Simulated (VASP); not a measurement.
Here is a VASP 6.6.1 calculation.

INCAR

```
ALGO = Normal
EDIFF = 1E-7
ENCUT = 520
GGA = CA
ISIF = 2
ISMEAR = -1
LASPH = T
LCHARG = F
LREAL = F
LWAVE = F
NBANDS = 11
NELM = 100
PREC = Accurate
SIGMA = 0.1
```

File KPOINTS:

```
k-points
0
Gamma
  17 17 17
```

The input POSCAR:

```
Ca
1.0
    0.0000000000      2.7408725082      2.7408725082
    2.7408725082      0.0000000000      2.7408725082
    2.7408725082      2.7408725082      0.0000000000
Ca
1
Direct
    0.0000000000      0.0000000000      0.0000000000
```

Potentials or basis: VASP PAW LDA potentials, release 64 (Ca_sv).

The run is started by

```sh
$ cat potpaw_LDA.64/Ca_sv/POTCAR > POTCAR
$ mpirun -np 1 vasp_std > vasp.out
```

Problem. Estimate the band gap on the k mesh.

Solution. Zero (band 5 reaches 2.01 eV, above the bottom of band 6 at 1.81 eV).

Problem. Estimate the pressure.

Solution. -1.3 GPa.
